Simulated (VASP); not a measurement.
# Ni (Pm-3m) in VASP: notebook

The runs below take Ni through single point, relaxation of cell and atoms, with r2SCAN.

Everything below comes from runs of VASP 6.6.1. Logs are shortened: lines on timing, memory, paths and dates and some standing lists are left out, and cuts for length are marked.

## Step 1: The cell of the first run

It takes space group Pm-3m (No. 221, cubic). Conventional cell: a = 2.306 Å, b = 2.306 Å, c = 2.306 Å, α = 90.00°, β = 90.00°, γ = 90.00°. Within 3.0 Å of Ni (site symmetry m-3m) lie 6 Ni at 2.31 Å.

This isn't the form of Ni at room conditions, which is fcc.

## Step 2: Single point, r2SCAN, collinear spin, ferromagnetic start

Input file POSCAR:

```
Ni
1.0
    2.3057194960      0.0000000000      0.0000000000
    0.0000000000      2.3057194960      0.0000000000
    0.0000000000      0.0000000000      2.3057194960
Ni
1
Direct
    0.0000000000      0.0000000000      0.0000000000
```

Input file INCAR.step1:

```
PREC = Accurate ; ENCUT = 520
ISMEAR = 0 ; SIGMA = 0.1
LREAL = F ; LASPH = T
NELM = 150 ; ISPIN = 2
MAGMOM = 0.83 ; LMAXMIX = 4
NBANDS = 15 ; GGA = PE
ALGO = Normal ; EDIFF = 1E-4
LWAVE = T ; LCHARG = F
```

Input file INCAR.step2:

```
PREC = Accurate ; ENCUT = 520
EDIFF = 1E-7 ; ISMEAR = 0
SIGMA = 0.1 ; LREAL = F
LASPH = T ; NELM = 150
ALGO = Normal ; ISIF = 2
LWAVE = F ; LCHARG = F
ISPIN = 2 ; MAGMOM = 0.83
LORBIT = 11 ; LMAXMIX = 4
METAGGA = R2SCAN ; LMIXTAU = T
NBANDS = 15 ; ISTART = 1
```

Input file KPOINTS:

```
regular mesh
0
Gamma
  8 8 8
```

Potentials or basis: VASP PAW PBE potentials, release 64 (Ni).

Run with:

```
$ cat potpaw_PBE.64/Ni/POTCAR > POTCAR
$ cp INCAR.step1 INCAR
$ mpirun -np 1 vasp_std > vasp.out
$ cp INCAR.step2 INCAR
$ mpirun -np 1 vasp_std > vasp.out
```

OUTCAR:

```text
PREC = Accurate
   ENCUT = 520
   EDIFF = 1E-7
   ISMEAR = 0
   LREAL = F
   LASPH = T
   NELM = 150
   ISIF = 2
   ISPIN = 2
   LORBIT = 11
   METAGGA = R2SCAN
   ISTART = 1

 ion  position               nearest neighbor table
   1  0.000  0.000  0.000-

  LATTYP: Found a simple cubic cell.
 ALAT       =     2.3057194960

  Lattice vectors:

 A1 = (   2.3057194960,   0.0000000000,   0.0000000000)
 A2 = (   0.0000000000,   2.3057194960,   0.0000000000)
 A3 = (   0.0000000000,   0.0000000000,   2.3057194960)

Analysis of symmetry for initial positions (statically):
=====================================================================
 Subroutine PRICEL returns:
 Original cell was already a primitive cell.

 Routine SETGRP: Setting up the symmetry group for a
 simple cubic supercell.

 Subroutine GETGRP returns: Found 48 space group operations
 (whereof 48 operations were pure point group operations)
 out of a pool of 48 trial point group operations.

The static configuration has the point symmetry O_h .

Analysis of symmetry for dynamics (positions and initial velocities):
=====================================================================
 Subroutine PRICEL returns:
 Original cell was already a primitive cell.

 Routine SETGRP: Setting up the symmetry group for a
 simple cubic supercell.

 Subroutine GETGRP returns: Found 48 space group operations
 (whereof 48 operations were pure point group operations)
 out of a pool of 48 trial point group operations.

The dynamic configuration has the point symmetry O_h .

Analysis of structural, dynamic, and magnetic symmetry:
=====================================================================
 Subroutine PRICEL returns:
 Original cell was already a primitive cell.

 Routine SETGRP: Setting up the symmetry group for a
 simple cubic supercell.

 Subroutine GETGRP returns: Found 48 space group operations
 (whereof 48 operations were pure point group operations)
 out of a pool of 48 trial point group operations.

The overall configuration has the point symmetry O_h .

 Subroutine INISYM returns: Found 48 space group operations
 (whereof 48 operations are pure point group operations),
 and found     1 'primitive' translations

----------------------------------------------------------------------------------------

                                     Primitive cell

  volume of cell :      12.2580

  direct lattice vectors                    reciprocal lattice vectors
     2.305719496  0.000000000  0.000000000     0.433704100  0.000000000  0.000000000
     0.000000000  2.305719496  0.000000000     0.000000000  0.433704100  0.000000000
     0.000000000  0.000000000  2.305719496     0.000000000  0.000000000  0.433704100

  length of vectors
     2.305719496  2.305719496  2.305719496     0.433704100  0.433704100  0.433704100

  position of ions in fractional coordinates (direct lattice)
     0.000000000  0.000000000  0.000000000

  ion indices of the primitive-cell ions
   primitive index   ion index
                 1           1

----------------------------------------------------------------------------------------

 KPOINTS: regular mesh

Automatic generation of k-mesh.
 Grid dimensions read from file:
 generate k-points for:    8    8    8

 Generating k-lattice:

  Cartesian coordinates                     Fractional coordinates (reciprocal lattice)
     0.054213013  0.000000000  0.000000000     0.125000000  0.000000000  0.000000000
     0.000000000  0.054213013  0.000000000     0.000000000  0.125000000  0.000000000
     0.000000000  0.000000000  0.054213013     0.000000000  0.000000000  0.125000000

  Length of vectors
     0.054213013  0.054213013  0.054213013

  Shift w.r.t. Gamma in fractional coordinates (k-lattice)
     0.000000000  0.000000000  0.000000000

 Subroutine IBZKPT returns following result:
 ===========================================

 Found     35 irreducible k-points:

 Following reciprocal coordinates:
            Coordinates               Weight
  0.000000  0.000000  0.000000      1.000000
  0.125000  0.000000  0.000000      6.000000
  0.250000  0.000000  0.000000      6.000000
  0.375000  0.000000  0.000000      6.000000
  0.500000  0.000000  0.000000      3.000000
  0.125000  0.125000  0.000000     12.000000
[... 16 lines left out ...]
  0.375000  0.375000  0.125000     24.000000
  0.500000  0.375000  0.125000     24.000000
 [... further k-points ...]
   k-points           NKPTS =     35   k-points in BZ     NKDIM =     35   number of bands    NBANDS=     15
   number of dos      NEDOS =    301   number of ions     NIONS =      1
   total plane-waves  NPLWV =   5832
   dimension x,y,z NGX =    18 NGY =   18 NGZ =   18
   dimension x,y,z NGXF=    36 NGYF=   36 NGZF=   36
   ions per type =               1
   NGX,Y,Z   is equivalent  to a cutoff of  12.98, 12.98, 12.98 a.u.
   NGXF,Y,Z  is equivalent  to a cutoff of  25.96, 25.96, 25.96 a.u.
 SYSTEM =  unknown system
   PREC   = accura    normal or accurate (medium, high low for compatibility)
   ISTART =      1    job   : 0-new  1-cont  2-samecut
   ICHARG =      0    charge: 1-file 2-atom 10-const
   ISPIN  =      2    spin polarized calculation?
   LNONCOLLINEAR =      F non collinear calculations
   LSORBIT =      F    spin-orbit coupling
   LASPH  =      T    aspherical Exc in radial PAW
   ENCUT  =  520.0 eV  38.22 Ry    6.18 a.u.   4.29  4.29  4.29*2*pi/ulx,y,z
   NELM   =    150;   NELMIN=  2; NELMDL=  0     # of ELM steps
   EDIFF  = 0.1E-06   stopping-criterion for ELM
   LREAL  =      F    real-space projection
   EDIFFG = 0.1E-05   stopping-criterion for IOM
   NSW    =      0    number of steps for IOM
   IBRION =     -1    ionic relax: 0-MD 1-quasi-New 2-CG
   NFREE  =      0    steps in history (QN), initial steepest desc. (CG)
   ISIF   =      2    stress and relaxation
   ISYM   =      2    0-nonsym 1-usesym 2-fastsym
   POTIM  = 0.5000    time-step for ionic-motion
   TEBEG  =    0.0;   TEEND  =   0.0 temperature during run
   PSTRESS=    0.0 pullay stress
   NELECT =      10.0000    total number of electrons
   NUPDOWN=      -1.0000    fix difference up-down
   EMIN   =  10.00;   EMAX   =-10.00  energy-range for DOS
   EFERMI =   0.00;   METHOD = LEGACY
   ISMEAR =     0;   SIGMA  =   0.10  broadening in eV -4-tet -1-fermi 0-gaus
   EFERMI_NEDOS =   21; number of points for ismear=-14 and -15
   IALGO  =     38    algorithm
   IMIX   =      4    mixing-type and parameters
     AMIX     =   0.40;   BMIX     =  1.00
     AMIX_MAG =   1.60;   BMIX_MAG =  1.00
  volume/ion in A,a.u.               =      12.26        82.72
  Fermi-wavevector in a.u.,A,eV,Ry     =   1.529684  2.890683 31.836719  2.339933
  Thomas-Fermi vector in A             =   2.637271
   LORBIT       =     11    0 simple, 1 ext, 2 COOP (PROOUT), +10 PAW based schemes
   METAGGA = R2SCAN    functional components
   LHFCALC =     F    Hartree Fock is set to
   AEXX    =    0.0000 exact exchange contribution
   IVDW    =     0    specifies the selected vdW correction
   LEPSILON=     F    determine dielectric tensor
   LRPA    =     F    only Hartree local field effects (RPA)
 spin polarized calculation
 Gauss-broadening in eV      SIGMA  =   0.10
  energy-cutoff  :      520.00
  volume of cell :       12.26
 maximum number of plane-waves:       342
 NGX is ok and might be reduce to    18
   NGX =  9   NGY =  9   NGZ =  9

 number of electron      10.0000014 magnetization       0.8017602

 Free energy of the ion-electron system (eV)
  ---------------------------------------------------
  ext. energy  EPLUGINS =         0.00000000
  ---------------------------------------------------
  free energy    TOTEN  =       -11.18342432 eV

  energy without entropy =      -11.17657943  energy(sigma->0) =      -11.18000188

 E-fermi :   7.8135     XC(G=0): -13.3695

 val. band max:        7.7874399363   @ k =   0.1250   0.1250   0.1250
 cond. band min:       7.8353733161   @ k =   0.2500   0.1250   0.1250
 fundamental gap:      0.0479333799
 Fermi energy:         7.8135139694

 spin component 1

 k-point     1 :       0.0000    0.0000    0.0000
  band No.  band energies     occupation
      1      -0.7181      1.00000
      2       3.5261      1.00000
      3       3.5261      1.00000
      4       6.9818      1.00000
      5       6.9818      1.00000
      6       6.9818      1.00000
      7      28.3046      0.00000
      8      28.3047      0.00000
      9      28.3047      0.00000
     10      31.9130      0.00000
     11      31.9130      0.00000
     12      36.9092      0.00000
     13      51.1292      0.00000
     14      51.3119      0.00000
     15      51.3119      0.00000

 k-point     2 :       0.1250    0.0000    0.0000
  band No.  band energies     occupation
      1      -0.2361      1.00000
      2       3.5891      1.00000
      3       3.7449      1.00000
      4       6.8137      1.00000
      5       6.8137      1.00000
      6       6.9954      1.00000
      7      23.7895      0.00000
      8      28.9495      0.00000
      9      28.9495      0.00000
     10      32.0440      0.00000
     11      34.3820      0.00000
     12      39.8267      0.00000
     13      47.8062      0.00000
     14      49.8976      0.00000
     15      49.8976      0.00000
[... 365 lines left out ...]
      3       5.7826      1.00000
      4       5.7959      1.00000
      5       6.7288      1.00000
      6       9.9062      0.00000
      7      15.7259      0.00000
      8      20.1440      0.00000
      9      25.3671      0.00000
     10      31.9735      0.00000
     11      37.5521      0.00000
     12      40.1645      0.00000
     13      43.9612      0.00000
     14      48.5470      0.00000
     15      50.3629      0.00000

 k-point    24 :       0.5000    0.3750    0.1250
  band No.  band energies     occupation
      1       3.3693      1.00000
      2       4.6956      1.00000
      3       5.6526      1.00000
      4       5.8329      1.00000
      5       7.0895      1.00000
      6      12.6768      0.00000
      7      13.0419      0.00000
      8      21.6380      0.00000
      9      21.9785      0.00000
     10      33.9343      0.00000
     11      35.7128      0.00000
     12      40.2655      0.00000
     13      44.4968      0.00000
     14      47.6840      0.00000
     15      49.3344      0.00000

 [... further k-points ...]

 spin component 2

 k-point     1 :       0.0000    0.0000    0.0000
  band No.  band energies     occupation
      1      -0.7646      1.00000
      2       4.5975      1.00000
      3       4.5975      1.00000
      4       8.1300      0.00000
      5       8.1300      0.00000
      6       8.1300      0.00000
      7      28.4905      0.00000
      8      28.4905      0.00000
      9      28.4905      0.00000
     10      32.1999      0.00000
     11      32.1999      0.00000
     12      37.0462      0.00000
     13      51.6837      0.00000
     14      51.6837      0.00000
     15      51.6837      0.00000

 k-point     2 :       0.1250    0.0000    0.0000
  band No.  band energies     occupation
      1      -0.2786      1.00000
      2       4.6691      1.00000
      3       4.8110      1.00000
      4       7.9475      0.02906
      5       7.9475      0.02906
      6       8.1446      0.00000
      7      24.0208      0.00000
      8      29.1477      0.00000
      9      29.1477      0.00000
     10      32.3076      0.00000
     11      34.5976      0.00000
     12      40.0181      0.00000
     13      48.1097      0.00000
     14      50.2469      0.00000
     15      50.2469      0.00000
[... 365 lines left out ...]
      3       6.8123      1.00000
      4       6.8151      1.00000
      5       7.9788      0.00971
      6      10.2656      0.00000
      7      15.9611      0.00000
      8      20.4974      0.00000
      9      25.6447      0.00000
     10      32.1468      0.00000
     11      37.7745      0.00000
     12      40.3841      0.00000
     13      44.2438      0.00000
     14      49.2240      0.00000
     15      50.6994      0.00000

 k-point    24 :       0.5000    0.3750    0.1250
  band No.  band energies     occupation
      1       4.0844      1.00000
      2       5.7607      1.00000
      3       6.6595      1.00000
      4       6.8605      1.00000
      5       8.3604      0.00000
      6      12.8606      0.00000
      7      13.3733      0.00000
      8      21.8576      0.00000
      9      22.3848      0.00000
     10      34.0596      0.00000
     11      35.9770      0.00000
     12      40.4159      0.00000
     13      45.0046      0.00000
     14      47.8949      0.00000
     15      50.0342      0.00000

 [... further k-points ...]

------------------------ aborting loop because EDIFF is reached ----------------------------------------

  FORCE on cell =-STRESS in cart. coord.  units (eV):
  Direction    XX          YY          ZZ          XY          YZ          ZX
  --------------------------------------------------------------------------------------
  -------------------------------------------------------------------------------------
  Total       -0.0011373     -0.0011373     -0.0011373     -0.0000000     -0.0000000      0.0000000
  in kB       -0.1486566     -0.1486566     -0.1486566     -0.0000000     -0.0000000      0.0000000
  external PRESSURE =      -0.1486566 kB  Pullay stress =       0.0000000 kB

 VOLUME and BASIS-vectors are now :
 -----------------------------------------------------------------------------
  energy-cutoff  :      520.00
  volume of cell :       12.26
      direct lattice vectors                 reciprocal lattice vectors
     2.305719496  0.000000000  0.000000000     0.433704100  0.000000000  0.000000000
     0.000000000  2.305719496  0.000000000     0.000000000  0.433704100  0.000000000
     0.000000000  0.000000000  2.305719496     0.000000000  0.000000000  0.433704100

 POSITION                                       TOTAL-FORCE (eV/Angst)
 -----------------------------------------------------------------------------------
      0.00000      0.00000      0.00000         0.000000      0.000000      0.000000
 -----------------------------------------------------------------------------------
    total drift:                                0.000000      0.000000     -0.000000

  FREE ENERGIE OF THE ION-ELECTRON SYSTEM (eV)
  ---------------------------------------------------
  free  energy   TOTEN  =       -11.1834243226 eV

  energy  without entropy=      -11.1765794309  energy(sigma->0) =      -11.18000188

 total charge

# of ion       s       p       d       tot
------------------------------------------
    1        0.537   0.411   8.385   9.333

 magnetization (x)

# of ion       s       p       d       tot
------------------------------------------
    1       -0.006  -0.003   0.820   0.811
```

Run time: 78 s. Hardware: 1 thread of AMD EPYC 7R13, shared host; peak memory 0.1 GiB.

What came out:

```
Free energy                                           : -11.1834 eV
Pressure                                              : 0.0 GPa
Net moment                                            : 0.80 μB per cell
Site moments                                          : Ni +0.81 μB
Valence electrons inside the program's atomic spheres : Ni 9.33
```

Levels at points of the mesh, in eV from the Fermi level:
Spin up:
```
           k point  band 2  band 3  band 4  band 5  band 6  band 7  band 8  band 9
(0.00, 0.00, 0.00)   -4.29   -4.29   -0.83   -0.83   -0.83   20.49   20.49   20.49
(0.50, 0.00, 0.00)   -3.84   -1.90   -1.90   -1.23   -0.74    3.52   25.59   28.11
(0.50, 0.50, 0.00)   -3.44   -1.69   -1.69   -0.13    5.37    5.37   11.64   11.82
(0.50, 0.50, 0.50)   -3.85   -3.85   -0.08   -0.08   12.36   12.36   12.36   14.62
```
Spin down:
```csv
k point,band 2,band 3,band 4,band 5,band 6,band 7
"(0.00, 0.00, 0.00)",-3.22,-3.22,0.32,0.32,0.32,20.68
"(0.50, 0.00, 0.00)",-2.71,-1.31,-0.83,-0.83,0.42,4.38
"(0.50, 0.50, 0.00)",-2.37,-0.60,-0.60,1.28,5.39,5.39
"(0.50, 0.50, 0.50)",-3.00,-3.00,1.34,1.34,12.53,12.53
```

Caveat: the PAW data sets were made with another functional, which shifts forces and pressure a little.

(Continued in part 2 of 2.)
